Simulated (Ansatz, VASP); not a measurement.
**SnO: VASP beside Ansatz**

Contents of INCAR:

```
SYSTEM = SnO
ALGO = Normal ; EDIFF = 1E-7
ENCUT = 520 ; GGA = PE
ISIF = 2 ; ISMEAR = 0
LASPH = .TRUE. ; LCHARG = .FALSE.
LREAL = .FALSE. ; LWAVE = .FALSE.
NBANDS = 28 ; NELM = 80
PREC = Accurate ; SIGMA = 0.15
```

KPOINTS

```
k-points
0
G
  12 12 10
  0 0 0
```

The input POSCAR:

```
SnO
1.0
    3.8020000000      0.0190100000      0.0000000000
    0.0190100000      3.8020000000      0.0000000000
    0.0000000000      0.0000000000      4.8360000000
Sn O
2 2
Direct
    0.0000000000      0.5000000000      0.2385000000
    0.5000000000      0.0000000000      0.7615000000
    0.0000000000      0.0000000000      0.0000000000
    0.5000000000      0.5000000000      0.0000000000
```

Input for Ansatz:

```yaml
crystal:
  lattice:
    - [3.802, 0.01901, 0.0]
    - [0.01901, 3.802, 0.0]
    - [0.0, 0.0, 4.836]
  atoms:
    - { symbol: Sn, position: [0.0, 0.5, 0.2385] }
    - { symbol: Sn, position: [0.5, 0.0, 0.7615] }
    - { symbol: O, position: [0.0, 0.0, 0.0] }
    - { symbol: O, position: [0.5, 0.5, 0.0] }
basis:
  ecutwfc: 420
kpoints:
  mp_grid: { grid: [12, 12, 10] }
hamiltonian:
  xc: pbe
scf:
  occupations: { method: gaussian, width: 0.15 }
output:
  forces: true
  stress: true
  eigenvalues: true
```

Change from the starting cell: strain +0.0100 x Voigt [0, 0, 0, 0, 0, 1], atoms carried along.

Alike in both runs: task single point; functional PBE; k mesh 12 × 12 × 10; occupations gaussian, width 0.15 eV; no spin polarisation.

```csv
,VASP,Ansatz
version,VASP 6.6.1,Ansatz 0.2.0
potentials or method,"VASP PAW PBE potentials, release 64 (Sn_d, O), cutoff 520 eV","scalar-relativistic, plane waves, PAW"
valence electrons in the cell,40,40
```

```tsv
	VASP	Ansatz	Ansatz less VASP
gap on the k mesh at the Fermi level (eV)	none	none	-
pressure (GPa)	4.4	4.2	-0.24
traceless stress, the component that is largest in VASP (GPa)	-0.83	-0.84	-0.004
rms of the force components (eV/Å)	0.179	0.144	-0.0351
```

Atom by atom the forces differ by 0.035 eV/Å (rms over components). A gap of «none» marks a metal or a gap that the smearing closes. With one functional, cell and mesh, what is left measures potentials, basis and numerics.
